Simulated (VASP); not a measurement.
## H17C36: single point with PBEsol

The system is H17C36, a slab with vacuum.

```
H C
1.0
     7.57311    0.00000    0.00000
     3.78656    6.55851    0.00000
     0.00000    0.00000   17.77643
H C
17 36
Cartesian
  1.2622 0.7287 1.0000
  3.7866 0.7287 1.0000
  6.3109 0.7287 1.0000
  2.5244 2.9149 1.0000
  5.0487 2.9149 1.0000
  7.5731 2.9149 1.0000
  3.7866 5.1011 1.0000
  6.3109 5.1011 1.0000
  8.8353 5.1011 1.0000
  5.2922 0.4597 5.8072
  1.2570 2.1689 5.7620
  3.7755 2.1811 5.7616
  6.3215 2.1803 5.7561
  2.5387 4.3815 5.7543
  5.0464 4.3370 5.7774
  7.5622 4.3709 5.7558
  8.7492 6.0991 5.6757
  1.2622 0.7287 2.1000
  3.7866 0.7287 2.1000
  6.3109 0.7287 2.1000
  2.5244 2.9149 2.1000
  5.0487 2.9149 2.1000
  7.5731 2.9149 2.1000
  3.7866 5.1011 2.1000
  6.3109 5.1011 2.1000
  8.8353 5.1011 2.1000
  0.0000 1.4574 2.6153
  2.5244 1.4574 2.6153
  5.0487 1.4574 2.6153
  1.2622 3.6436 2.6153
  3.7866 3.6436 2.6153
  6.3109 3.6436 2.6153
  2.5244 5.8298 2.6153
  5.0487 5.8298 2.6153
  7.5731 5.8298 2.6153
  -0.0027 1.4376 4.1706
  2.5198 1.4374 4.1698
  5.0465 1.4806 4.1629
  1.2607 3.6351 4.1579
  3.7896 3.6393 4.1613
  6.3055 3.6438 4.1595
  2.5597 5.8196 4.1540
  5.0429 5.8434 4.2477
  7.5259 5.8250 4.1634
  -0.0159 -0.0027 4.6026
  2.5253 -0.0053 4.5877
  5.0735 -0.0359 4.5848
  1.2585 2.1749 4.6526
  3.7776 2.1822 4.6491
  6.3169 2.1918 4.6406
  2.5256 4.3621 4.6403
  5.0458 4.3647 4.6689
  7.5669 4.3621 4.6412
```

| Item | Value |
| --- | --- |
| Program | VASP 6.6.1 |
| Task | single point |
| Functional | PBEsol |
| Potentials or basis | VASP PAW PBE potentials, release 64 (H, C) |
| Cutoff | 520 eV |
| k mesh | 2 × 2 × 1 |
| Occupations | gaussian, width 0.02 eV |
| Spin | collinear spin |
| Dipole correction | no |
| Further INCAR settings | LREAL = Auto; ALGO = Normal; EDIFF = 1e-07; NBANDS = 116 |

| Quantity | Value |
| --- | --- |
| Largest force | 1.561 eV/Å |
| Band gap on the k mesh | 0.10 eV (least direct gap 0.23 eV) |
| Net moment | 1.00 μB per cell |
| Site moments | H +0.00, -0.02, -0.00, -0.01 (each value once); C -0.00, +0.00, +0.01, +0.02, +0.04, +0.03, -0.01, +0.14, +0.28 (each value once) μB |
| Valence electrons inside the program's atomic spheres | H 0.69, 0.68, 0.52, 0.67, 0.62 (each value once); C 2.58, 2.55, 2.56, 2.52, 2.57, 2.60, 2.54, 2.59 (each value once) |

Forces on the atoms (eV/Å):
```
H    0.002  0.001 -0.369
H    0.022 -0.020 -0.301
H   -0.032 -0.015 -0.313
H   -0.003  0.008 -0.351
H    0.003 -0.043 -0.322
H   -0.004  0.027 -0.363
H   -0.029  0.003 -0.357
H    0.048  0.015 -0.351
H   -0.028 -0.023 -0.360
H    0.473  0.131  0.488
H   -0.003 -0.016  0.047
H    0.000  0.007  0.046
H    0.018 -0.003  0.027
H   -0.002 -0.008  0.053
H   -0.011 -0.022  0.067
H   -0.015 -0.042  0.045
H   -0.022 -0.047  0.237
C   -0.009 -0.106  1.549
C   -0.082  0.040  1.421
C    0.102  0.023  1.413
C    0.025  0.009  1.337
C   -0.012  0.102  1.391
C   -0.016 -0.028  1.274
C    0.138 -0.002  1.483
C   -0.202  0.000  1.462
C    0.020 -0.073  1.270
C   -0.028  0.159 -1.090
C   -0.036  0.046 -1.168
C   -0.025 -0.132 -1.043
C   -0.046 -0.082 -1.021
C    0.014 -0.015 -0.940
C   -0.001  0.047 -0.998
C   -0.150 -0.098 -1.550
C    0.058 -0.092 -0.882
C    0.106  0.037 -1.481
C   -0.013  0.051  0.008
C    0.007  0.200  0.171
C    0.134 -0.243 -0.107
C    0.015  0.030 -0.015
C   -0.043  0.052  0.011
C   -0.033  0.002 -0.010
C   -0.058 -0.024  0.034
C   -0.169 -0.340 -0.773
C    0.536 -0.191  0.003
C    0.066  0.296  0.611
C   -0.230  0.330  0.043
C   -0.518  0.023 -0.348
C   -0.047 -0.020 -0.028
C    0.043 -0.040 -0.004
C   -0.001 -0.024  0.026
C   -0.001  0.028  0.039
C    0.048  0.039 -0.043
C   -0.011  0.045  0.029
```

Levels at points of the mesh, in eV from the valence-band top:
Spin up:
| k point | band 78 | band 79 | band 80 | band 81 | band 82 | band 83 | band 84 | band 85 |
| --- | --- | --- | --- | --- | --- | --- | --- | --- |
| (0.00, 0.00, 0.00) | -1.46 | -1.45 | -0.94 | -0.49 | 1.44 | 2.08 | 2.30 | 3.01 |
| (0.50, 0.00, 0.00) | -2.47 | -2.35 | -0.91 | -0.22 | 1.70 | 2.44 | 2.55 | 2.65 |
| (0.50, 0.50, 0.00) | -2.48 | -2.35 | -0.90 | -0.23 | 1.66 | 2.41 | 2.56 | 2.65 |
| (0.00, 0.50, 0.00) | -2.49 | -2.34 | -0.78 | -0.35 | 1.68 | 2.41 | 2.54 | 2.64 |
Spin down:
```csv
k point,band 77,band 78,band 79,band 80,band 81,band 82,band 83,band 84
"(0.00, 0.00, 0.00)",-2.84,-1.44,-1.43,-0.13,0.10,1.40,2.09,2.30
"(0.50, 0.00, 0.00)",-3.30,-2.46,-2.32,-0.12,0.40,1.64,2.44,2.58
"(0.50, 0.50, 0.00)",-3.31,-2.46,-2.32,-0.12,0.40,1.61,2.40,2.59
"(0.00, 0.50, 0.00)",-3.31,-2.45,-2.34,0.00,0.26,1.63,2.41,2.55
```

Wall time 6 min on 1 × NVIDIA H100 80GB with 1 thread of AMD EPYC 7R13 Processor (Zen 3), on a shared host, peak memory 2.1 GiB.

Caveat: the k points lie up to 0.48 Å⁻¹ apart; there is no dipole correction, which matters where the two faces differ; the PAW data sets were made with another functional, which shifts forces and pressure a little.
